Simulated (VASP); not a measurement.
A run of VASP 6.6.1 is set up as follows.

POSCAR

```
MoSe
1.0
    4.0050742913      0.0000000000      0.0000000000
   -2.0025371456      3.4684960803      0.0000000000
    0.0000000000      0.0000000000      6.8191364434
Mo Se
2 2
Direct
    0.0000000000      0.0000000000      0.0000000000
    0.0000000000      0.0000000000      0.5000000000
    0.3333333333      0.6666666667      0.2500000000
    0.6666666667      0.3333333333      0.7500000000
```

File INCAR.step1:

```
SYSTEM = MoSe
PREC = Accurate ; ENCUT = 520
ISMEAR = 0 ; SIGMA = 0.1
LREAL = .False. ; LASPH = .True.
NELM = 150 ; ISPIN = 2
MAGMOM = 2 2 0 0 ; LMAXMIX = 4
LDAU = .True. ; LDAUTYPE = 2
LDAUL = 2 -1 ; LDAUU = 4.38 0
LDAUJ = 0 0 ; NBANDS = 32
GGA = PE ; ALGO = Normal
EDIFF = 1E-4 ; LWAVE = .True.
LCHARG = .False.
```

INCAR.step2

```
SYSTEM = MoSe
PREC = Accurate ; ENCUT = 520
EDIFF = 1E-7 ; ISMEAR = 0
SIGMA = 0.1 ; LREAL = .False.
LASPH = .True. ; NELM = 150
ALGO = Normal ; ISIF = 2
LWAVE = .False. ; LCHARG = .False.
ISPIN = 2 ; MAGMOM = 2 2 0 0
LORBIT = 11 ; LMAXMIX = 4
LDAU = .True. ; LDAUTYPE = 2
LDAUL = 2 -1 ; LDAUU = 4.38 0
LDAUJ = 0 0 ; LDAUPRINT = 1
METAGGA = R2SCAN ; LMIXTAU = .True.
NBANDS = 32 ; ISTART = 1
```

KPOINTS

```
Automatic mesh
0
Gamma
  12 12 6
  0 0 0
```

Potentials or basis: VASP PAW PBE potentials, release 64 (Mo_sv, Se).

The run is started by

```sh
$ cat potpaw_PBE.64/Mo_sv/POTCAR potpaw_PBE.64/Se/POTCAR > POTCAR
$ cp INCAR.step1 INCAR
$ mpirun -np 1 vasp_std > vasp.out
$ cp INCAR.step2 INCAR
$ mpirun -np 1 vasp_std > vasp.out
```

(1) What does it give for the band gap on the k mesh?

(2) What does it give for the site moments?

(3) What does it give for the net moment?

Results:

(1) zero (filled and empty bands overlap).

(2) Mo +3.69; Se -0.14 μB.

(3) 8.00 μB per cell.
